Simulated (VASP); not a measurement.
# Y (Fd-3m) in VASP: notebook

The runs below take Y through relaxation of cell and atoms, with PBEsol.

Everything below comes from runs of VASP 6.6.1. Logs are shortened: lines on timing, memory, paths and dates and some standing lists are left out, and cuts for length are marked.

**1. The cell of the first run**

Symmetry: Fd-3m, No. 227, cubic system. Conventional cell: a = 7.000 Å, b = 7.000 Å, c = 7.000 Å, α = 90.00°, β = 90.00°, γ = 90.00°. Within 4.0 Å of Y (site symmetry -43m) lie 4 Y at 3.03 Å.

This isn't the form of Y at room conditions, which is hcp.

**2. Relaxation of cell and atoms, PBEsol**

INCAR reads:

```
ALGO     = Normal         # electronic algorithm
EDIFF    = 1E-7           # SCF threshold, eV
EDIFFG   = -0.01          # ionic threshold
ENCUT    = 500            # plane-wave cutoff, eV
GGA      = PS             # functional
GGA_COMPAT= False        
IBRION   = 2              # ionic algorithm
ISIF     = 3              # what is computed and relaxed
ISMEAR   = 1              # smearing method
LASPH    = True           # aspherical terms in the spheres
LCHARG   = False          # write CHGCAR
LREAL    = False          # projectors in reciprocal space
LWAVE    = False          # write WAVECAR
NELM     = 120            # most SCF steps
NELMIN   = 4            
NSW      = 80             # ionic steps
PREC     = Accurate       # precision mode
SIGMA    = 0.1            # smearing width, eV
```

KPOINTS reads:

```
k-points
0
Gamma
  10 10 10
```

POSCAR reads:

```
Y
1.0
    0.0000000000      3.5000000000      3.5000000000
    3.5000000000      0.0000000000      3.5000000000
    3.5000000000      3.5000000000      0.0000000000
Y
2
Direct
    1.0000000000      1.0000000000      1.0000000000
    0.2500000000      0.2500000000      0.2500000000
```

Potentials or basis: VASP PAW PBE potentials, release 64 (Y_sv).

The run is started by

```
$ cat potpaw_PBE.64/Y_sv/POTCAR > POTCAR
$ mpirun -np 1 vasp_std > vasp.out
```

OUTCAR:

```text
EDIFF = 1E-7
   EDIFFG = -0.01
   ENCUT = 500
   GGA = PS
   IBRION = 2
   ISIF = 3
   ISMEAR = 1
   LASPH = True
   LREAL = False
   NELM = 120
   NELMIN = 4
   NSW = 80
   PREC = Accurate

 ion  position               nearest neighbor table
   1  0.000  0.000  0.000-   2 3.03   2 3.03   2 3.03   2 3.03
   2  0.250  0.250  0.250-   1 3.03   1 3.03   1 3.03   1 3.03

  LATTYP: Found a face centered cubic cell.
 ALAT       =     7.0000000000

  Lattice vectors:

 A1 = (   0.0000000000,   3.5000000000,   3.5000000000)
 A2 = (   3.5000000000,   0.0000000000,   3.5000000000)
 A3 = (   3.5000000000,   3.5000000000,   0.0000000000)

Analysis of symmetry for initial positions (statically):
=====================================================================
 Subroutine PRICEL returns:
 Original cell was already a primitive cell.

 Routine SETGRP: Setting up the symmetry group for a
 face centered cubic supercell.

 Subroutine GETGRP returns: Found 48 space group operations
 (whereof 24 operations were pure point group operations)
 out of a pool of 48 trial point group operations.

The static configuration has the point symmetry T_d .
 The point group associated with its full space group is O_h .

Analysis of symmetry for dynamics (positions and initial velocities):
=====================================================================
 Subroutine PRICEL returns:
 Original cell was already a primitive cell.

 Routine SETGRP: Setting up the symmetry group for a
 face centered cubic supercell.

 Subroutine GETGRP returns: Found 48 space group operations
 (whereof 24 operations were pure point group operations)
 out of a pool of 48 trial point group operations.

The dynamic configuration has the point symmetry T_d .
 The point group associated with its full space group is O_h .

 Subroutine INISYM returns: Found 48 space group operations
 (whereof 24 operations are pure point group operations),
 and found     1 'primitive' translations

----------------------------------------------------------------------------------------

                                     Primitive cell

  volume of cell :      85.7500

  direct lattice vectors                    reciprocal lattice vectors
     0.000000000  3.500000000  3.500000000    -0.142857143  0.142857143  0.142857143
     3.500000000  0.000000000  3.500000000     0.142857143 -0.142857143  0.142857143
     3.500000000  3.500000000  0.000000000     0.142857143  0.142857143 -0.142857143

  length of vectors
     4.949747468  4.949747468  4.949747468     0.247435830  0.247435830  0.247435830

  position of ions in fractional coordinates (direct lattice)
     0.000000000  0.000000000  0.000000000
     0.250000000  0.250000000  0.250000000

  ion indices of the primitive-cell ions
   primitive index   ion index
                 1           1
                 2           2

----------------------------------------------------------------------------------------

 KPOINTS: k-points

Automatic generation of k-mesh.
 Grid dimensions read from file:
 generate k-points for:   10   10   10

 Generating k-lattice:

  Cartesian coordinates                     Fractional coordinates (reciprocal lattice)
    -0.014285714  0.014285714  0.014285714     0.100000000  0.000000000  0.000000000
     0.014285714 -0.014285714  0.014285714     0.000000000  0.100000000  0.000000000
     0.014285714  0.014285714 -0.014285714     0.000000000  0.000000000  0.100000000

  Length of vectors
     0.024743583  0.024743583  0.024743583

  Shift w.r.t. Gamma in fractional coordinates (k-lattice)
     0.000000000  0.000000000  0.000000000

 Subroutine IBZKPT returns following result:
 ===========================================

 Found     47 irreducible k-points:

 Following reciprocal coordinates:
            Coordinates               Weight
  0.000000  0.000000  0.000000      1.000000
  0.100000  0.000000  0.000000      8.000000
  0.200000  0.000000  0.000000      8.000000
  0.300000  0.000000  0.000000      8.000000
  0.400000  0.000000  0.000000      8.000000
  0.500000  0.000000  0.000000      4.000000
[... 16 lines left out ...]
  0.300000  0.300000  0.000000      6.000000
  0.400000  0.300000  0.000000     24.000000
 [... further k-points ...]
   k-points           NKPTS =     47   k-points in BZ     NKDIM =     47   number of bands    NBANDS=     15
   number of dos      NEDOS =    301   number of ions     NIONS =      2
   total plane-waves  NPLWV =  46656
   dimension x,y,z NGX =    36 NGY =   36 NGZ =   36
   dimension x,y,z NGXF=    72 NGYF=   72 NGZF=   72
   ions per type =               2
   NGX,Y,Z   is equivalent  to a cutoff of  12.09, 12.09, 12.09 a.u.
   NGXF,Y,Z  is equivalent  to a cutoff of  24.18, 24.18, 24.18 a.u.
 SYSTEM =  unknown system
   PREC   = accura    normal or accurate (medium, high low for compatibility)
   ISTART =      0    job   : 0-new  1-cont  2-samecut
   ICHARG =      2    charge: 1-file 2-atom 10-const
   ISPIN  =      1    spin polarized calculation?
   LNONCOLLINEAR =      F non collinear calculations
   LSORBIT =      F    spin-orbit coupling
   LASPH  =      T    aspherical Exc in radial PAW
   ENCUT  =  500.0 eV  36.75 Ry    6.06 a.u.   9.02  9.02  9.02*2*pi/ulx,y,z
   NELM   =    120;   NELMIN=  4; NELMDL= -5     # of ELM steps
   EDIFF  = 0.1E-06   stopping-criterion for ELM
   LREAL  =      F    real-space projection
   EDIFFG = -.1E-01   stopping-criterion for IOM
   NSW    =     80    number of steps for IOM
   IBRION =      2    ionic relax: 0-MD 1-quasi-New 2-CG
   NFREE  =      1    steps in history (QN), initial steepest desc. (CG)
   ISIF   =      3    stress and relaxation
   ISYM   =      2    0-nonsym 1-usesym 2-fastsym
   POTIM  = 0.5000    time-step for ionic-motion
   TEBEG  =    0.0;   TEEND  =   0.0 temperature during run
   PSTRESS=    0.0 pullay stress
   NELECT =      22.0000    total number of electrons
   NUPDOWN=      -1.0000    fix difference up-down
   EMIN   =  10.00;   EMAX   =-10.00  energy-range for DOS
   EFERMI =   0.00;   METHOD = LEGACY
   ISMEAR =     1;   SIGMA  =   0.10  broadening in eV -4-tet -1-fermi 0-gaus
   EFERMI_NEDOS =   21; number of points for ismear=-14 and -15
   IALGO  =     38    algorithm
   IMIX   =      4    mixing-type and parameters
     AMIX     =   0.40;   BMIX     =  1.00
     AMIX_MAG =   1.60;   BMIX_MAG =  1.00
  volume/ion in A,a.u.               =      42.88       289.33
  Fermi-wavevector in a.u.,A,eV,Ry     =   1.040250  1.965787 14.723134  1.082120
  Thomas-Fermi vector in A             =   2.174817
   LORBIT       =      0    0 simple, 1 ext, 2 COOP (PROOUT), +10 PAW based schemes
   GGA     = PS    functional components
   LHFCALC =     F    Hartree Fock is set to
   AEXX    =    0.0000 exact exchange contribution
   IVDW    =     0    specifies the selected vdW correction
   LEPSILON=     F    determine dielectric tensor
   LRPA    =     F    only Hartree local field effects (RPA)
 conjugate gradient relaxation of ions
 non-spin polarized calculation
 Methfessel and Paxton  Order N= 1 SIGMA  =   0.10
  energy-cutoff  :      500.00
  volume of cell :       85.75
 maximum number of plane-waves:      2200
   NGX = 17   NGY = 17   NGZ = 17

--------------------------------------- Ionic step        1  -------------------------------------------

 number of electron      21.9999999 magnetization

 Free energy of the ion-electron system (eV)
  ---------------------------------------------------
  ext. energy  EPLUGINS =         0.00000000
  ---------------------------------------------------
  free energy    TOTEN  =        -9.60805018 eV

  energy without entropy =       -9.60990513  energy(sigma->0) =       -9.60866850

------------------------ aborting loop because EDIFF is reached ----------------------------------------

  FORCE on cell =-STRESS in cart. coord.  units (eV):
  Direction    XX          YY          ZZ          XY          YZ          ZX
  --------------------------------------------------------------------------------------
  -------------------------------------------------------------------------------------
  Total       -0.5564981     -0.5564981     -0.5564981      0.0000000     -0.0000000      0.0000000
  in kB      -10.3977684    -10.3977684    -10.3977684      0.0000000     -0.0000000      0.0000000
  external PRESSURE =     -10.3977684 kB  Pullay stress =       0.0000000 kB
[... 201 lines left out ...]
  energy  without entropy=       -9.6228755470  energy(sigma->0) =       -9.62500561

--------------------------------------- Ionic step        7  -------------------------------------------

 number of electron      22.0000001 magnetization

 Free energy of the ion-electron system (eV)
  ---------------------------------------------------
  ext. energy  EPLUGINS =         0.00000000
  ---------------------------------------------------
  free energy    TOTEN  =        -9.62610955 eV

  energy without entropy =       -9.62274873  energy(sigma->0) =       -9.62498928

 E-fermi :   1.6321     XC(G=0):  -8.6350

 val. band max:        1.6218618651   @ k =   0.3000   0.1000   0.0000
 cond. band min:       1.6443087171   @ k =  -0.4000   0.2000   0.1000
 fundamental gap:      0.0224468520
 Fermi energy:         1.6320690647

 k-point     1 :       0.0000    0.0000    0.0000
  band No.  band energies     occupation
      1     -41.5054      2.00000
      2     -41.1118      2.00000
      3     -21.7719      2.00000
      4     -21.7719      2.00000
      5     -21.7719      2.00000
      6     -21.0007      2.00000
      7     -21.0007      2.00000
      8     -21.0007      2.00000
      9      -2.1190      2.00000
     10       1.5027      2.06957
     11       1.5027      2.06957
     12       2.1530     -0.00000
     13       2.1530     -0.00000
     14       2.1530     -0.00000
     15       3.8345      0.00000
[... 397 lines left out ...]
 k-point    24 :       0.4000    0.3000    0.0000
  band No.  band energies     occupation
      1     -41.3976      2.00000
      2     -41.2232      2.00000
      3     -21.9264      2.00000
      4     -21.9187      2.00000
      5     -21.5734      2.00000
      6     -21.2174      2.00000
      7     -20.8414      2.00000
      8     -20.8353      2.00000
      9      -0.1507      2.00000
     10       0.4879      2.00000
     11       1.4235      2.01200
     12       2.2315     -0.00000
     13       2.3525     -0.00000
     14       2.5618     -0.00000
     15       2.8494     -0.00000

 [... further k-points ...]

------------------------ aborting loop because EDIFF is reached ----------------------------------------

  FORCE on cell =-STRESS in cart. coord.  units (eV):
  Direction    XX          YY          ZZ          XY          YZ          ZX
  --------------------------------------------------------------------------------------
  -------------------------------------------------------------------------------------
  Total       -0.0063504     -0.0063504     -0.0063504     -0.0000000      0.0000000      0.0000000
  in kB       -0.1285876     -0.1285876     -0.1285876     -0.0000000      0.0000000      0.0000000
  external PRESSURE =      -0.1285876 kB  Pullay stress =       0.0000000 kB
[... 17 lines left out ...]
  FREE ENERGIE OF THE ION-ELECTRON SYSTEM (eV)
  ---------------------------------------------------
  free  energy   TOTEN  =        -9.6261095500 eV

  energy  without entropy=       -9.6227487252  energy(sigma->0) =       -9.62498928

 reached required accuracy - stopping structural energy minimisation
```

It took 6.1 min on 1 thread of Intel Xeon Platinum 8259CL at 2.50GHz (Skylake/Cascade Lake), shared host; peak memory 0.25 GiB.

What came out:

```yaml
Free_energy: -9.6261 eV
Relaxed_volume: 39.56 Å³/atom
Relaxed_cell: a = 4.819 Å, b = 4.819 Å, c = 4.819 Å, α = 60.00°, β = 60.00°, γ = 60.00°
Space_group_after_relaxing_to_0.1_Å: Fd-3m (No. 227)
Energy_gained_by_relaxing: 9.0 meV/atom
Ionic_steps: 7
Pressure_after_relaxing: 0.0 GPa
Band_gap_on_the_k_mesh: zero (bands 11 and 12 overlap by 0.63 eV)
```

The path:
| step | energy change (eV) | largest force (eV/Å) | pressure (GPa) | volume (Å³) |
| --- | --- | --- | --- | --- |
| 1 | 0.0000 | 0.0000 | -1.04 | 85.75 |
| 2 | -0.0146 | 0.0000 | -0.34 | 82.34 |
| 3 | -0.0171 | 0.0000 | -0.16 | 80.60 |
| 4 | -0.0154 | 0.0000 | 0.51 | 77.19 |
| 5 | -0.0178 | 0.0000 | -0.09 | 79.74 |
| 6 | -0.0180 | 0.0000 | 0.05 | 78.79 |
| 7 | -0.0181 | 0.0000 | -0.01 | 79.12 |

Final structure:
```
Y
1.0
     0.00000    3.40743    3.40743
     3.40743    0.00000    3.40743
     3.40743    3.40743    0.00000
Y
2
Direct
  0.00000 0.00000 0.00000
  0.25000 0.25000 0.25000
```

Caveat: the PAW data sets were made with another functional, which shifts forces and pressure a little.

**3. Relaxation of cell and atoms, PBEsol**

This run uses another cell than the first one, of 39.62 Å³/atom.

INCAR reads:

```
SYSTEM = Y
ALGO = Normal
EDIFF = 1E-6
EDIFFG = -0.01
ENCUT = 600
GGA = PS
IBRION = 2
ISIF = 3
ISMEAR = 1
LASPH = .TRUE.
LCHARG = .FALSE.
LREAL = .FALSE.
LWAVE = .FALSE.
NELM = 60
NSW = 80
PREC = Accurate
SIGMA = 0.1
```

KPOINTS reads:

```
k-points
0
G
  10 10 10
  0 0 0
```

POSCAR reads:

```
Y
1.0
    0.0000000000      3.4091895302      3.4091895302
    3.4091895302      0.0000000000      3.4091895302
    3.4091895302      3.4091895302      0.0000000000
Y
2
Direct
    1.0000000000      1.0000000000      1.0000000000
    0.2500000000      0.2500000000      0.2500000000
```

Potentials or basis: VASP PAW PBE potentials, release 64 (Y_sv).

The run is started by

```
$ cat potpaw_PBE.64/Y_sv/POTCAR > POTCAR
$ mpirun -np 1 vasp_std > vasp.out
```

It took 45 s on 1 thread of Intel Xeon 6975P-C (Granite Rapids), shared host; peak memory 0.28 GiB.

Results (log left out):

```
Free energy             : -9.6260 eV
Pressure after relaxing : 0.0 GPa
Band gap on the k mesh  : zero (bands 11 and 12 overlap by 0.63 eV)
```

Final structure:
```cif
data_structure
_symmetry_space_group_name_H-M 'P 1'
_symmetry_Int_Tables_number 1
_cell_length_a 4.8213
_cell_length_b 4.8213
_cell_length_c 4.8213
_cell_angle_alpha 60.000
_cell_angle_beta 60.000
_cell_angle_gamma 60.000
_cell_volume 79.25
loop_
_atom_site_label
_atom_site_type_symbol
_atom_site_fract_x
_atom_site_fract_y
_atom_site_fract_z
_atom_site_occupancy
Y1 Y 0.00000 0.00000 0.00000 1
Y2 Y 0.25000 0.25000 0.25000 1
```

Levels at points of the mesh, in eV from the Fermi level:
| k point | band 7 | band 8 | band 9 | band 10 | band 11 | band 12 | band 13 | band 14 | band 15 |
| --- | --- | --- | --- | --- | --- | --- | --- | --- | --- |
| (0.00, 0.00, 0.00) | -22.64 | -22.64 | -3.75 | -0.13 | -0.13 | 0.52 | 0.52 | 0.52 | 2.20 |
| (0.50, 0.00, 0.00) | -22.54 | -22.54 | -1.65 | -0.71 | -0.12 | -0.12 | 0.51 | 0.51 | 0.75 |
| (0.50, 0.50, 0.00) | -22.44 | -22.44 | -1.14 | -1.14 | 0.10 | 0.10 | 0.61 | 0.61 | 2.11 |

Caveat: the relaxation stopped at its first step, so nothing moved; the PAW data sets were made with another functional, which shifts forces and pressure a little.
